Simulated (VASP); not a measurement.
# P (Fmmm) in VASP: a series of runs

P is run at these levels: PBE; tasks: single point, relaxation of cell and atoms.

Everything below comes from runs of VASP 6.6.1. Logs are shortened: lines on timing, memory, paths and dates and some standing lists are left out, and cuts for length are marked.

## Step 1: The cell of the first run

Symmetry: Fmmm, No. 69, orthorhombic system. The conventional cell has a = 3.263 Å, b = 3.634 Å, c = 5.056 Å, α = 90.00°, β = 90.00°, γ = 90.00°. Within 3.3 Å of P (site symmetry mmm) lie 14 P at 2.44 to 3.26 Å.

## Step 2: Single point, PBE

File INCAR:

```
SYSTEM = P
PREC = Accurate
ENCUT = 500
EDIFF = 1E-6
ISMEAR = 0
SIGMA = 0.1
LREAL = .False.
LASPH = .True.
NELM = 120
ALGO = Normal
ISIF = 2
LWAVE = .False.
LCHARG = .True.
GGA = PE
LELF = .True.
LVHAR = .True.
NBANDS = 8
GGA_COMPAT = .False.
```

File KPOINTS:

```
Automatic mesh
0
Gamma
  8 8 8
  0 0 0
```

File POSCAR:

```
P
1.0
    0.0000000000      1.8169954270      2.5279013224
    1.6316988541      0.0000000000      2.5279013224
    1.6316988541      1.8169954270      0.0000000000
P
1
Direct
    0.0000000000      0.0000000000      0.0000000000
```

Potentials or basis: VASP PAW PBE potentials, release 64 (P).

The run is started by

```bash
cat potpaw_PBE.64/P/POTCAR > POTCAR
mpirun -np 1 vasp_std > vasp.out
```

OUTCAR:

```text
SYSTEM = P
   PREC = Accurate
   ENCUT = 500
   EDIFF = 1E-6
   ISMEAR = 0
   LREAL = .False.
   LASPH = .True.
   NELM = 120
   ISIF = 2
   GGA = PE

 ion  position               nearest neighbor table
   1  0.000  0.000  0.000-

  LATTYP: Found a face centered orthorhombic cell.
 ALAT       =     3.2633977082
 B/A-ratio  =     1.1135605216
 C/A-ratio  =     1.5492450191

  Lattice vectors:

 A1 = (   0.0000000000,   1.8169954270,   2.5279013224)
 A2 = (   1.6316988541,   0.0000000000,   2.5279013224)
 A3 = (   1.6316988541,   1.8169954270,   0.0000000000)

Analysis of symmetry for initial positions (statically):
=====================================================================
 Subroutine PRICEL returns:
 Original cell was already a primitive cell.

 Routine SETGRP: Setting up the symmetry group for a
 face centered orthorhombic supercell.

 Subroutine GETGRP returns: Found  8 space group operations
 (whereof  8 operations were pure point group operations)
 out of a pool of  8 trial point group operations.

The static configuration has the point symmetry D_2h.

Analysis of symmetry for dynamics (positions and initial velocities):
=====================================================================
 Subroutine PRICEL returns:
 Original cell was already a primitive cell.

 Routine SETGRP: Setting up the symmetry group for a
 face centered orthorhombic supercell.

 Subroutine GETGRP returns: Found  8 space group operations
 (whereof  8 operations were pure point group operations)
 out of a pool of  8 trial point group operations.

The dynamic configuration has the point symmetry D_2h.

 Subroutine INISYM returns: Found  8 space group operations
 (whereof  8 operations are pure point group operations),
 and found     1 'primitive' translations

----------------------------------------------------------------------------------------

                                     Primitive cell

  volume of cell :      14.9894

  direct lattice vectors                    reciprocal lattice vectors
     0.000000000  1.816995427  2.527901322    -0.306429093  0.275179559  0.197792531
     1.631698854  0.000000000  2.527901322     0.306429093 -0.275179559  0.197792531
     1.631698854  1.816995427  0.000000000     0.306429093  0.275179559 -0.197792531

  length of vectors
     3.113158762  3.008774875  2.442112514     0.456885614  0.456885614  0.456885614

  position of ions in fractional coordinates (direct lattice)
     0.000000000  0.000000000  0.000000000

  ion indices of the primitive-cell ions
   primitive index   ion index
                 1           1

----------------------------------------------------------------------------------------

 KPOINTS: Automatic mesh

Automatic generation of k-mesh.
 Grid dimensions read from file:
 generate k-points for:    8    8    8

 Generating k-lattice:

  Cartesian coordinates                     Fractional coordinates (reciprocal lattice)
    -0.038303637  0.034397445  0.024724066     0.125000000 -0.000000000  0.000000000
     0.038303637 -0.034397445  0.024724066    -0.000000000  0.125000000  0.000000000
     0.038303637  0.034397445 -0.024724066     0.000000000  0.000000000  0.125000000

  Length of vectors
     0.057110702  0.057110702  0.057110702

  Shift w.r.t. Gamma in fractional coordinates (k-lattice)
     0.000000000  0.000000000  0.000000000

 Subroutine IBZKPT returns following result:
 ===========================================

 Found     95 irreducible k-points:

 Following reciprocal coordinates:
            Coordinates               Weight
  0.000000  0.000000  0.000000      1.000000
  0.125000 -0.000000  0.000000      8.000000
  0.250000 -0.000000  0.000000      8.000000
  0.375000 -0.000000 -0.000000      8.000000
  0.500000 -0.000000  0.000000      4.000000
  0.125000  0.125000  0.000000      2.000000
[... 16 lines left out ...]
  0.250000  0.000000  0.125000      8.000000
  0.375000 -0.000000  0.125000      8.000000
 [... further k-points ...]
   k-points           NKPTS =     95   k-points in BZ     NKDIM =     95   number of bands    NBANDS=      8
   number of dos      NEDOS =    301   number of ions     NIONS =      1
   total plane-waves  NPLWV =  10368
   dimension x,y,z NGX =    24 NGY =   24 NGZ =   18
   dimension x,y,z NGXF=    48 NGYF=   48 NGZF=   36
   ions per type =               1
   NGX,Y,Z   is equivalent  to a cutoff of  12.82, 13.26, 12.25 a.u.
   NGXF,Y,Z  is equivalent  to a cutoff of  25.63, 26.52, 24.51 a.u.
 SYSTEM =  P
   PREC   = accura    normal or accurate (medium, high low for compatibility)
   ISTART =      0    job   : 0-new  1-cont  2-samecut
   ICHARG =      2    charge: 1-file 2-atom 10-const
   ISPIN  =      1    spin polarized calculation?
   LNONCOLLINEAR =      F non collinear calculations
   LSORBIT =      F    spin-orbit coupling
   LASPH  =      T    aspherical Exc in radial PAW
   ENCUT  =  500.0 eV  36.75 Ry    6.06 a.u.   5.68  5.49  4.45*2*pi/ulx,y,z
   NELM   =    120;   NELMIN=  2; NELMDL= -5     # of ELM steps
   EDIFF  = 0.1E-05   stopping-criterion for ELM
   LREAL  =      F    real-space projection
   EDIFFG = 0.1E-04   stopping-criterion for IOM
   NSW    =      0    number of steps for IOM
   IBRION =     -1    ionic relax: 0-MD 1-quasi-New 2-CG
   NFREE  =      0    steps in history (QN), initial steepest desc. (CG)
   ISIF   =      2    stress and relaxation
   ISYM   =      2    0-nonsym 1-usesym 2-fastsym
   POTIM  = 0.5000    time-step for ionic-motion
   TEBEG  =    0.0;   TEEND  =   0.0 temperature during run
   PSTRESS=    0.0 pullay stress
   NELECT =       5.0000    total number of electrons
   NUPDOWN=      -1.0000    fix difference up-down
   EMIN   =  10.00;   EMAX   =-10.00  energy-range for DOS
   EFERMI =   0.00;   METHOD = LEGACY
   ISMEAR =     0;   SIGMA  =   0.10  broadening in eV -4-tet -1-fermi 0-gaus
   EFERMI_NEDOS =   21; number of points for ismear=-14 and -15
   IALGO  =     38    algorithm
   IMIX   =      4    mixing-type and parameters
     AMIX     =   0.40;   BMIX     =  1.00
     AMIX_MAG =   1.60;   BMIX_MAG =  1.00
  volume/ion in A,a.u.               =      14.99       101.15
  Fermi-wavevector in a.u.,A,eV,Ry     =   1.135369  2.145535 17.538749  1.289062
  Thomas-Fermi vector in A             =   2.272073
   LORBIT       =      0    0 simple, 1 ext, 2 COOP (PROOUT), +10 PAW based schemes
   GGA     = PE    functional components
   LHFCALC =     F    Hartree Fock is set to
   AEXX    =    0.0000 exact exchange contribution
   IVDW    =     0    specifies the selected vdW correction
   LEPSILON=     F    determine dielectric tensor
   LRPA    =     F    only Hartree local field effects (RPA)
 non-spin polarized calculation
 Gauss-broadening in eV      SIGMA  =   0.10
  energy-cutoff  :      500.00
  volume of cell :       14.99
 maximum number of plane-waves:       394
   NGX = 11   NGY = 11   NGZ =  9

 number of electron       5.0000000 magnetization

 Free energy of the ion-electron system (eV)
  ---------------------------------------------------
  ext. energy  EPLUGINS =         0.00000000
  ---------------------------------------------------
  free energy    TOTEN  =        -4.74654313 eV

  energy without entropy =       -4.74461568  energy(sigma->0) =       -4.74557940

 E-fermi :   9.2530     XC(G=0): -11.2776

 val. band max:        9.2516789325   @ k =  -0.1250   0.3750   0.3750
 cond. band min:       9.2741974632   @ k =  -0.3750   0.0000   0.1250
 fundamental gap:      0.0225185306
 Fermi energy:         9.2529835433

 k-point     1 :       0.0000    0.0000    0.0000
  band No.  band energies     occupation
      1      -6.8535      2.00000
      2      12.1597      0.00000
      3      16.5879      0.00000
      4      17.2662      0.00000
      5      17.3041      0.00000
      6      18.6495      0.00000
      7      23.9505      0.00000
      8      24.9399      0.00000

 k-point     2 :       0.1250   -0.0000    0.0000
  band No.  band energies     occupation
      1      -6.4030      2.00000
      2      11.4943      0.00000
      3      13.3672      0.00000
      4      16.9814      0.00000
      5      18.1373      0.00000
      6      21.3320      0.00000
      7      21.4815      0.00000
      8      24.9866      0.00000

 k-point     3 :       0.2500   -0.0000    0.0000
  band No.  band energies     occupation
      1      -5.0645      2.00000
      2       8.6640      2.00000
      3      10.6619      0.00000
      4      16.8774      0.00000
      5      17.3025      0.00000
      6      21.2210      0.00000
      7      24.3354      0.00000
      8      26.1609      0.00000

 k-point     4 :       0.3750   -0.0000   -0.0000
  band No.  band energies     occupation
      1      -2.9035      2.00000
      2       4.3733      2.00000
      3      10.0626      0.00000
      4      14.9804      0.00000
      5      17.6920      0.00000
      6      22.0566      0.00000
      7      25.5501      0.00000
      8      27.9869      0.00000

 k-point     5 :       0.5000   -0.0000    0.0000
  band No.  band energies     occupation
      1      -0.7743      2.00000
      2       1.4977      2.00000
      3       9.8971      0.00000
      4      14.2678      0.00000
      5      17.9855      0.00000
      6      21.9024      0.00000
      7      25.7906      0.00000
      8      29.5903      0.00000
[... 177 lines left out ...]
 k-point    22 :       0.1250    0.0000    0.1250
  band No.  band energies     occupation
      1      -6.1882      2.00000
      2      12.3820      0.00000
      3      13.2654      0.00000
      4      15.4410      0.00000
      5      18.2935      0.00000
      6      21.1701      0.00000
      7      22.3740      0.00000
      8      23.1167      0.00000

 k-point    23 :       0.2500    0.0000    0.1250
  band No.  band energies     occupation
      1      -5.0805      2.00000
      2       9.8405      0.00000
      3      11.8982      0.00000
      4      15.3843      0.00000
      5      17.7047      0.00000
      6      20.2781      0.00000
      7      22.6759      0.00000
      8      24.1885      0.00000

 k-point    24 :       0.3750   -0.0000    0.1250
  band No.  band energies     occupation
      1      -3.1225      2.00000
      2       5.6796      2.00000
      3      10.8024      0.00000
      4      15.1193      0.00000
      5      16.1147      0.00000
      6      20.9743      0.00000
      7      23.4568      0.00000
      8      26.5234      0.00000

 [... further k-points ...]
[... 5 lines left out ...]
  --------------------------------------------------------------------------------------
  -------------------------------------------------------------------------------------
  Total       -0.0195850     -0.0139407     -0.0340361     -0.0000000      0.0000000      0.0000000
  in kB       -2.0933868     -1.4900901     -3.6380290     -0.0000000      0.0000000      0.0000000
  external PRESSURE =      -2.4071686 kB  Pullay stress =       0.0000000 kB

 VOLUME and BASIS-vectors are now :
 -----------------------------------------------------------------------------
  energy-cutoff  :      500.00
  volume of cell :       14.99
      direct lattice vectors                 reciprocal lattice vectors
     0.000000000  1.816995427  2.527901322    -0.306429093  0.275179559  0.197792531
     1.631698854  0.000000000  2.527901322     0.306429093 -0.275179559  0.197792531
     1.631698854  1.816995427  0.000000000     0.306429093  0.275179559 -0.197792531

 POSITION                                       TOTAL-FORCE (eV/Angst)
 -----------------------------------------------------------------------------------
      0.00000      0.00000      0.00000        -0.000000      0.000000      0.000000
 -----------------------------------------------------------------------------------
    total drift:                                0.000000      0.000000      0.000000

  FREE ENERGIE OF THE ION-ELECTRON SYSTEM (eV)
  ---------------------------------------------------
  free  energy   TOTEN  =        -4.7465431325 eV

  energy  without entropy=       -4.7446156762  energy(sigma->0) =       -4.74557940
```

It took 3.6 s on 1 thread of Intel Xeon 6975P-C (Granite Rapids), shared host; peak memory 0.12 GiB.

What came out:

- Free energy: -4.7465 eV
- Pressure: -0.2 GPa
- Band gap on the k mesh: zero (an odd number of electrons rules out a gap without spin polarisation)

Stress tensor (GPa, compression positive):
```
-0.21  0.00  0.00
 0.00 -0.15  0.00
 0.00  0.00 -0.36
```

## Step 3: Relaxation of cell and atoms, PBE

File INCAR:

```
SYSTEM = P
PREC = Accurate
ENCUT = 500
EDIFF = 1E-7
ISMEAR = 0
SIGMA = 0.1
LREAL = .FALSE.
LASPH = .TRUE.
NELM = 120
ALGO = Normal
ISIF = 3
LWAVE = .FALSE.
LCHARG = .FALSE.
GGA = PE
IBRION = 2
NSW = 100
EDIFFG = -0.01
GGA_COMPAT = .FALSE.
NELMIN = 4
```

File KPOINTS:

```
Automatic mesh
0
G
  24 24 24
  0 0 0
```

POSCAR is that of step 2.

Potentials or basis: VASP PAW PBE potentials, release 64 (P).

The run is started by

```bash
cat potpaw_PBE.64/P/POTCAR > POTCAR
mpirun -np 1 vasp_std > vasp.out
```

Run time: 18 min. Hardware: 1 thread of Intel Xeon 6975P-C (Granite Rapids), shared host; peak memory 0.26 GiB.

Results (log left out):

```
Free energy                           : -4.8636 eV
Relaxed volume                        : 19.12 Å³/atom
Relaxed cell                          : a = 4.006 Å, b = 4.005 Å, c = 2.284 Å, α = 73.44°, β = 73.43°, γ = 33.13°
Space group after relaxing (to 0.1 Å) : I4/mmm (No. 139)
Energy gained by relaxing             : 152.2 meV/atom
Ionic steps                           : 30
Pressure after relaxing               : 0.0 GPa
Band gap on the k mesh                : zero (an odd number of electrons rules out a gap without spin polarisation)
```

Step by step:
```csv
step,energy change (eV),largest force (eV/Å),pressure (GPa),volume (Å³)
1,0.0000,0.0000,-0.88,14.99
2,-0.0106,0.0000,0.79,14.81
3,-0.0120,0.0000,8.65,14.23
4,-0.0198,0.0000,4.28,14.52
5,-0.0242,0.0000,4.31,14.58
6,-0.0352,0.0000,4.62,14.74
7,-0.0484,0.0000,5.63,15.03
8,-0.0387,0.0000,9.80,15.48
9,-0.0567,0.0000,6.02,15.18
10,-0.0593,0.0000,7.35,15.34
11,-0.0682,0.0000,6.57,15.61
12,-0.0796,0.0000,5.40,16.26
13,-0.0692,0.0000,4.03,17.54
14,-0.0809,0.0000,4.85,16.67
15,-0.1006,0.0000,3.00,17.04
16,-0.1310,0.0000,-1.58,18.19
17,-0.1328,0.0000,-2.46,18.52
18,-0.1428,0.0000,-1.59,18.47
19,-0.1479,0.0000,-0.42,18.41
20,-0.1480,0.0000,-0.22,18.40
21,-0.1492,0.0000,0.29,18.36
22,-0.1496,0.0000,0.80,18.33
23,-0.1496,0.0000,0.90,18.33
24,-0.1503,0.0000,0.58,18.45
25,-0.1508,0.0000,0.00,18.70
26,-0.1515,0.0000,-0.05,18.82
27,-0.1522,0.0000,-0.16,19.14
28,-0.1522,0.0000,-0.17,19.15
29,-0.1522,0.0000,0.15,19.11
30,-0.1522,0.0000,0.02,19.12
```

Final structure:
```cif
data_structure
_symmetry_space_group_name_H-M 'P 1'
_symmetry_Int_Tables_number 1
_cell_length_a 4.0055
_cell_length_b 4.0052
_cell_length_c 2.2842
_cell_angle_alpha 73.439
_cell_angle_beta 73.426
_cell_angle_gamma 33.135
_cell_volume 19.12
loop_
_atom_site_label
_atom_site_type_symbol
_atom_site_fract_x
_atom_site_fract_y
_atom_site_fract_z
_atom_site_occupancy
P1 P 0.00000 0.00000 0.00000 1
```

Levels at points of the mesh, in eV from the Fermi level:
| k point | band 1 | band 2 | band 3 | band 4 | band 5 |
| --- | --- | --- | --- | --- | --- |
| (0.00, 0.00, 0.00) | -15.40 | -3.27 | 2.80 | 8.86 | 8.99 |
| (0.50, 0.00, 0.00) | -9.43 | -7.67 | -0.11 | 4.21 | 11.78 |
| (0.50, 0.50, 0.00) | -15.02 | -6.02 | 8.72 | 8.81 | 8.82 |
| (0.50, 0.00, 0.50) | -3.68 | -3.45 | -2.39 | 2.51 | 4.18 |
| (0.00, 0.50, 0.50) | -3.67 | -3.46 | -2.39 | 2.51 | 4.18 |

Caveat: the volume moved by over 15 % at a fixed basis, so the end points are rough.
